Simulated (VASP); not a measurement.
# Si16H5Cl in VASP: notebook, part 2 of 3

VASP 6.6.1. Earlier steps stand in the parts before.

## (3) Single point, PBE+D3(BJ)

INCAR reads:

```
ALGO = Normal
EDIFF = 1E-6
ENCUT = 520
GGA = PE
ISIF = 2
ISMEAR = 0
IVDW = 12
LASPH = True
LCHARG = False
LREAL = Auto
LWAVE = False
NBANDS = 55
NELM = 60
PREC = Accurate
SIGMA = 0.02
```

KPOINTS reads:

```
k-points
0
Gamma
  2 2 1
```

POSCAR reads:

```
Si16H5Cl
1.0
    7.6791800000      0.0000000000      0.0000000000
    3.8395900000      6.6503650000      0.0000000000
    0.0000000000      0.0000000000     18.4187650000
H Si Cl
5 16 1
Direct
    0.1666666600      0.1666666600      0.0542924600
    0.6666666400      0.1666666600      0.0542924600
    0.1666666600      0.6666666300      0.0542924600
    0.6666666400      0.6666666300      0.0542924600
    0.0029693218      0.0011696644      0.2248003726
    0.1666666600      0.1666666600      0.1357311400
    0.6666666400      0.1666666600      0.1357311400
    0.1666666600      0.6666666300      0.1357311400
    0.6666666400      0.6666666300      0.1357311400
   -0.1678296941      0.3376033494      0.1745347388
    0.3325027261      0.3336132169      0.1753596920
   -0.1698032439      0.8323466755      0.1782446725
    0.3399486929      0.8276167833      0.1806949768
   -0.1776495046      0.3634951263      0.3021389653
    0.3295815734      0.3384705274      0.3030312148
   -0.2020873760      0.8557904202      0.3062398359
    0.3370365336      0.8804979058      0.3136081586
   -0.0112127888      0.0145835966      0.3070510221
    0.4966722469      0.0342142842      0.3742456455
   -0.0061806594      0.5234846725      0.3440066946
    0.4770045257      0.5388554229      0.3155773346
    0.0032563088      0.5031243562      0.4576602366
```

Potentials or basis: VASP PAW PBE potentials, release 64 (H, Si, Cl).

The run is started by

```console
$ cat potpaw_PBE.64/H/POTCAR potpaw_PBE.64/Si/POTCAR potpaw_PBE.64/Cl/POTCAR > POTCAR
$ mpirun -np 1 vasp_std > vasp.out
```

OUTCAR:

```text
EDIFF = 1E-6
   ENCUT = 520
   GGA = PE
   ISIF = 2
   ISMEAR = 0
   IVDW = 12
   LASPH = True
   LREAL = Auto
   NELM = 60
   PREC = Accurate
 IVDW          = 12

 ion  position               nearest neighbor table
   1  0.167  0.167  0.054-   6 1.50
   2  0.667  0.167  0.054-   7 1.50
   3  0.167  0.667  0.054-   8 1.50
   4  0.667  0.667  0.054-   9 1.50
   5  0.003  0.001  0.225-  18 1.52
   6  0.167  0.167  0.136-   1 1.50  11 2.33  10 2.34  13 2.40
   7  0.667  0.167  0.136-   2 1.50  11 2.34  10 2.35  12 2.36
   8  0.167  0.667  0.136-   3 1.50  11 2.33  12 2.37  13 2.37
   9  0.667  0.667  0.136-   4 1.50  10 2.30  12 2.33  13 2.33
  10  0.832  0.338  0.175-   9 2.30   6 2.34   7 2.35  14 2.36
  11  0.333  0.334  0.175-   6 2.33   8 2.33   7 2.34  15 2.35
  12  0.830  0.832  0.178-   9 2.33   7 2.36  16 2.37   8 2.37
  13  0.340  0.828  0.181-   9 2.33   8 2.37   6 2.40  17 2.48  21 3.14
  14  0.822  0.363  0.302-  21 2.31  18 2.32  20 2.34  10 2.36
  15  0.330  0.338  0.303-  21 2.33  11 2.35  20 2.36  19 2.41
  16  0.798  0.856  0.306-  20 2.33  18 2.33  12 2.37  19 2.37
  17  0.337  0.880  0.314-  21 2.28  18 2.34  19 2.36  13 2.48
  18  0.989  0.015  0.307-   5 1.52  14 2.32  16 2.33  17 2.34
  19  0.497  0.034  0.374-  17 2.36  16 2.37  15 2.41
  20  0.994  0.523  0.344-  22 2.10  16 2.33  14 2.34  15 2.36
  21  0.477  0.539  0.316-  17 2.28  14 2.31  15 2.33  13 3.14
  22  0.003  0.503  0.458-  20 2.10

  LATTYP: Found a hexagonal cell.
 ALAT       =     7.6791800344
 C/A-ratio  =     2.3985327753

  Lattice vectors:

 A1 = (  -3.8395900000,  -6.6503650000,   0.0000000000)
 A2 = (   7.6791800000,   0.0000000000,   0.0000000000)
 A3 = (   0.0000000000,   0.0000000000,  18.4187650000)

Analysis of symmetry for initial positions (statically):
=====================================================================
 Subroutine PRICEL returns:
 Original cell was already a primitive cell.

 Routine SETGRP: Setting up the symmetry group for a
 hexagonal supercell.

 Subroutine GETGRP returns: Found  1 space group operations
 (whereof  1 operations were pure point group operations)
 out of a pool of 24 trial point group operations.
[... 161 lines left out ...]
   AEXX    =    0.0000 exact exchange contribution
   IVDW    =    12    specifies the selected vdW correction
   LEPSILON=     F    determine dielectric tensor
   LRPA    =     F    only Hartree local field effects (RPA)
 non-spin polarized calculation
 Gauss-broadening in eV      SIGMA  =   0.02
  energy-cutoff  :      520.00
  volume of cell :      940.63
 maximum number of plane-waves:     25382
 NGX is ok and might be reduce to    60
   NGX = 29   NGY = 29   NGZ = 69

 number of electron      76.0000001 magnetization

 Free energy of the ion-electron system (eV)
  ---------------------------------------------------
  ext. energy  EPLUGINS =         0.00000000
  ---------------------------------------------------
  free energy    TOTEN  =      -102.33682987 eV

  energy without entropy =     -102.33682987  energy(sigma->0) =     -102.33682987

 E-fermi :  -1.0900     XC(G=0):  -4.3317

 val. band max:       -1.2293385163   @ k =   0.0000   0.0000   0.0000
 cond. band min:      -0.7839979105   @ k =   0.0000   0.0000   0.0000
 fundamental gap:      0.4453406058
 Fermi energy:        -1.0899755410

 k-point     1 :       0.0000    0.0000    0.0000
  band No.  band energies     occupation
      1     -16.8413      2.00000
      2     -12.7456      2.00000
      3     -11.2222      2.00000
      4     -10.5507      2.00000
      5     -10.3944      2.00000
      6     -10.3295      2.00000
[... 201 lines left out ...]
     49       2.5919      0.00000
     50       2.8018      0.00000
 [bands above 50 left out]

------------------------ aborting loop because EDIFF is reached ----------------------------------------

 Edisp (eV)   -4.13086

 E8    (eV) :    -1.7361

  FORCE on cell =-STRESS in cart. coord.  units (eV):
  Direction    XX          YY          ZZ          XY          YZ          ZX
  --------------------------------------------------------------------------------------
  -------------------------------------------------------------------------------------
  Total       3.90425     2.51640    -0.02024     0.14654    -0.10326    -0.00900
  in kB       6.65009     4.28617    -0.03447     0.24960    -0.17588    -0.01533
  external pressure =        3.63 kB  Pullay stress =        0.00 kB

 VOLUME and BASIS-vectors are now :
 -----------------------------------------------------------------------------
  energy-cutoff  :      520.00
  volume of cell :      940.63
      direct lattice vectors                 reciprocal lattice vectors
     7.679180000  0.000000000  0.000000000     0.130222237 -0.075183843  0.000000000
     3.839590000  6.650365000  0.000000000     0.000000000  0.150367687  0.000000000
     0.000000000  0.000000000 18.418765000     0.000000000  0.000000000  0.054292457

 POSITION                                       TOTAL-FORCE (eV/Angst)
 -----------------------------------------------------------------------------------
      1.91979      1.10839      1.00000        -0.010839     -0.130177     -0.044123
      5.75938      1.10839      1.00000         0.027001      0.022070     -0.035872
      3.83959      4.43358      1.00000         0.052814      0.109471     -0.045477
      7.67918      4.43358      1.00000        -0.078069      0.081483     -0.088982
      0.02729      0.00778      4.14055        -0.001854     -0.008523      0.005196
      1.91979      1.10839      2.50000         0.090633     -0.224854      0.191131
[... 14 lines left out ...]
      5.73199      3.58359      5.81254         0.003497      0.007527      0.002207
      1.95680      3.34596      8.42954         0.001179      0.004969     -0.054678
 -----------------------------------------------------------------------------------
    total drift:                                0.005330     -0.002864      0.005209

  FREE ENERGIE OF THE ION-ELECTRON SYSTEM (eV)
  ---------------------------------------------------
  free  energy   TOTEN  =      -106.4676871264 eV

  energy  without entropy=     -106.4676871264  energy(sigma->0) =     -106.46768713
```

stdout:

```text
POSCAR found type information on POSCAR H SiCl
 POSCAR found :  3 types and      22 ions
 scaLAPACK will be used
 LDA part: xc-table for (Slater+PW92), standard interpolation
 POSCAR, INCAR and KPOINTS ok, starting setup
 FFT: planning ... GRIDC
 FFT: planning ... GRID_SOFT
 FFT: planning ... GRID
 WAVECAR not read
 entering main loop
```

Wall time 6 min (1 thread of Intel Xeon 6975P-C (Granite Rapids), shared host); peak memory 0.96 GiB.

Results:

| Item | Value |
| --- | --- |
| Free energy | -106.4677 eV |
| Largest force | 0.534 eV/Å |
| Band gap on the k mesh | 0.45 eV |
| Dispersion energy per atom | -0.188 eV |

Forces in eV/Å, atoms in the order of the input:
```
H   -0.011 -0.130 -0.044
H    0.027  0.022 -0.036
H    0.053  0.109 -0.045
H   -0.078  0.081 -0.089
H   -0.002 -0.009  0.005
Si   0.091 -0.225  0.191
Si  -0.060 -0.079  0.129
Si  -0.162  0.098  0.393
Si   0.147  0.137 -0.494
Si   0.011 -0.008  0.007
Si  -0.007 -0.004  0.010
Si  -0.001 -0.003  0.004
Si  -0.002 -0.004 -0.004
Si  -0.005  0.003 -0.007
Si  -0.004 -0.002 -0.005
Si  -0.006 -0.005  0.005
Si   0.000 -0.003  0.019
Si   0.003  0.017 -0.013
Si   0.004 -0.004 -0.017
Si  -0.003 -0.005  0.045
Si   0.003  0.008  0.002
Cl   0.001  0.005 -0.055
```

Levels at points of the mesh, in eV from the valence-band top:
```
           k point  band 36  band 37  band 38  band 39  band 40  band 41
(0.00, 0.00, 0.00)    -0.44    -0.06     0.00     0.45     1.23     1.33
(0.50, 0.00, 0.00)    -0.73    -0.62    -0.27     0.69     1.94     2.06
(0.50, 0.50, 0.00)    -0.76    -0.64    -0.25     0.75     1.75     2.17
(0.00, 0.50, 0.00)    -0.76    -0.57    -0.14     0.81     1.96     2.16
```

Caveat: the k points lie up to 0.47 Å⁻¹ apart; there is no dipole correction, which matters where the two faces differ; semilocal functionals underestimate gaps, and a narrow one can read as zero.

## (4) Single point, PBE+D3(BJ)

INCAR reads:

```
SYSTEM = Si16H5Cl
PREC = Accurate
ENCUT = 520
EDIFF = 1E-7
ISMEAR = 0
SIGMA = 0.02
LREAL = Auto
LASPH = .TRUE.
NELM = 100
ALGO = Normal
ISIF = 2
LWAVE = .FALSE.
LCHARG = .FALSE.
GGA = PE
IVDW = 12
NBANDS = 55
```

KPOINTS reads:

```
Automatic mesh
0
G
  2 2 1
  0 0 0
```

POSCAR reads:

```
Si16H5Cl
1.0
    7.6791800000      0.0000000000      0.0000000000
    3.8395900000      6.6503650000      0.0000000000
    0.0000000000      0.0000000000     18.4187650000
H Si Cl
5 16 1
Direct
    0.1666666792      0.1666666416      0.0542925109
    0.6666666792      0.1666666416      0.0542925109
    0.1666666416      0.6666667168      0.0542925109
    0.6666666416      0.6666667168      0.0542925109
   -0.0116000807      0.0069966085      0.4261903010
    0.1666666792      0.1666666416      0.1357310873
    0.6666666792      0.1666666416      0.1357310873
    0.1666666416      0.6666667168      0.1357310873
    0.6666666416      0.6666667168      0.1357310873
   -0.1674496189      0.3342160919      0.1776935099
    0.3347417463      0.3303701376      0.1789480456
   -0.1663162259      0.8334953044      0.1747720871
    0.3331067234      0.8340391843      0.1772858821
   -0.1923228596      0.3520513536      0.3046214553
    0.3259943279      0.3719597345      0.3091454286
   -0.1738688027      0.8480423255      0.3017442809
    0.3261770478      0.8308019184      0.3059750749
   -0.0107927556      0.0175230984      0.3448515685
    0.4771665451      0.0262432212      0.3144130999
   -0.0159851123      0.5127249407      0.3422715367
    0.4971571757      0.5169910223      0.3686898660
   -0.0204598127      0.5208041965      0.4561828114
```

The run is started by

```console
$ cat potpaw_PBE.64/H/POTCAR potpaw_PBE.64/Si/POTCAR potpaw_PBE.64/Cl/POTCAR > POTCAR
$ mpirun -np 1 vasp_std > vasp.out
```

Run time: 6.7 min. Hardware: 1 thread of Intel Xeon 6975P-C (Granite Rapids), shared host; peak memory 0.97 GiB.

The run converged. Its results:

```yaml
Free_energy: -107.3063 eV
Largest_force: 0.219 eV/Å
Band_gap_on_the_k_mesh: 0.33 eV
Dispersion_energy_per_atom: -0.185 eV
```

Forces on the atoms (eV/Å):
```
H    0.027  0.041 -0.059
H   -0.053  0.049 -0.045
H    0.031 -0.078 -0.061
H   -0.017  0.039 -0.045
H    0.000 -0.001 -0.015
Si  -0.141  0.024  0.166
Si   0.113  0.107 -0.013
Si   0.124 -0.147  0.058
Si  -0.083 -0.030  0.022
Si   0.000 -0.005 -0.006
Si  -0.003  0.002  0.000
Si   0.006 -0.002  0.001
Si  -0.008 -0.002 -0.003
Si   0.004 -0.001  0.001
Si  -0.004 -0.003  0.003
Si  -0.002  0.001 -0.006
Si   0.002  0.005 -0.004
Si  -0.002 -0.001  0.011
Si   0.005  0.001 -0.001
Si  -0.002  0.002  0.055
Si   0.001 -0.001 -0.002
Cl   0.001 -0.002 -0.059
```

Levels at points of the mesh, in eV from the valence-band top:
| k point | band 36 | band 37 | band 38 | band 39 | band 40 | band 41 |
| --- | --- | --- | --- | --- | --- | --- |
| (0.00, 0.00, 0.00) | -0.32 | -0.04 | 0.00 | 0.33 | 1.29 | 1.33 |
| (0.50, 0.00, 0.00) | -0.74 | -0.70 | -0.10 | 0.63 | 1.78 | 2.08 |
| (0.50, 0.50, 0.00) | -0.81 | -0.64 | -0.01 | 0.69 | 1.88 | 1.97 |
| (0.00, 0.50, 0.00) | -0.82 | -0.65 | -0.04 | 0.70 | 1.87 | 2.03 |

Caveat: the k points lie up to 0.47 Å⁻¹ apart; there is no dipole correction, which matters where the two faces differ; semilocal functionals underestimate gaps, and a narrow one can read as zero.

## (5) Single point, PBE+D3(BJ)

INCAR reads:

```
ALGO = Normal
EDIFF = 1E-6
ENCUT = 520
GGA = PE
ISIF = 2
ISMEAR = 0
IVDW = 12
LASPH = T
LCHARG = F
LREAL = Auto
LWAVE = F
NBANDS = 55
NELM = 100
PREC = Accurate
SIGMA = 0.02
```

KPOINTS reads:

```
k-points
0
Gamma
  2 2 1
```

POSCAR reads:

```
Si16H5Cl
1.0
    7.6791800000      0.0000000000      0.0000000000
    3.8395900000      6.6503650000      0.0000000000
    0.0000000000      0.0000000000     18.4187650000
H Si Cl
5 16 1
Direct
    0.1666666792      0.1666666416      0.0542925109
    0.6666666792      0.1666666416      0.0542925109
    0.1666666416      0.6666667168      0.0542925109
    0.6666666416      0.6666667168      0.0542925109
   -0.0282231941      0.0529978430      0.4271749490
    0.1666666792      0.1666666416      0.1357310873
    0.6666666792      0.1666666416      0.1357310873
    0.1666666416      0.6666667168      0.1357310873
    0.6666666416      0.6666667168      0.1357310873
   -0.1663579063      0.3360182486      0.1761668060
    0.3318053324      0.3365505502      0.1752779842
   -0.1664335897      0.8361716988      0.1764688892
    0.3373106456      0.8273437623      0.1817362891
   -0.1821073862      0.3911371782      0.3020773651
    0.3156747830      0.3932514982      0.2998185275
   -0.1940490182      0.8963085485      0.3016194625
    0.3125007061      0.9234620957      0.3105381387
   -0.0258492927      0.0607414781      0.3458780760
    0.4857997747      0.0748017590      0.3548784623
   -0.0178708030      0.5646780290      0.3417270919
    0.4721471611      0.5799098245      0.3213907121
   -0.0064887206      0.5526621471      0.4553513224
```

The run is started by

```console
$ cat potpaw_PBE.64/H/POTCAR potpaw_PBE.64/Si/POTCAR potpaw_PBE.64/Cl/POTCAR > POTCAR
$ mpirun -np 1 vasp_std > vasp.out
```

Run time: 6.7 min. Hardware: 1 thread of Intel Xeon 6975P-C (Granite Rapids), shared host; peak memory 0.97 GiB.

Results (log left out):

* Free energy: -107.0725 eV
* Largest force: 0.503 eV/Å
* Band gap on the k mesh: 0.31 eV (least direct gap 0.40 eV)
* Dispersion energy per atom: -0.185 eV

Forces on the atoms (eV/Å):
```
H    0.014 -0.103 -0.047
H    0.049  0.137 -0.060
H    0.102  0.193 -0.097
H   -0.049  0.141 -0.042
H   -0.002 -0.003 -0.010
Si   0.065 -0.169  0.343
Si   0.038  0.138 -0.022
Si  -0.011  0.153 -0.147
Si   0.163  0.152  0.089
Si   0.001 -0.003 -0.023
Si   0.010  0.016  0.002
Si  -0.005 -0.004  0.028
Si   0.000 -0.008 -0.004
Si   0.021 -0.087 -0.033
Si  -0.128 -0.221  0.002
Si  -0.083 -0.020  0.032
Si   0.028  0.048  0.007
Si  -0.042 -0.074  0.010
Si  -0.005 -0.128  0.470
Si  -0.007 -0.019  0.043
Si  -0.111 -0.062 -0.487
Cl  -0.050 -0.077 -0.052
```

Levels at points of the mesh, in eV from the valence-band top:
| k point | band 36 | band 37 | band 38 | band 39 | band 40 | band 41 |
| --- | --- | --- | --- | --- | --- | --- |
| (0.00, 0.00, 0.00) | -0.51 | -0.42 | -0.29 | 0.31 | 0.94 | 0.99 |
| (0.50, 0.00, 0.00) | -1.26 | -1.10 | -0.14 | 0.53 | 1.49 | 1.73 |
| (0.50, 0.50, 0.00) | -1.26 | -1.05 | -0.01 | 0.39 | 1.45 | 1.62 |
| (0.00, 0.50, 0.00) | -1.13 | -1.07 | 0.00 | 0.51 | 1.60 | 1.66 |

Caveat: the k points lie up to 0.47 Å⁻¹ apart; there is no dipole correction, which matters where the two faces differ; semilocal functionals underestimate gaps, and a narrow one can read as zero.

(Continued in part 3 of 3.)
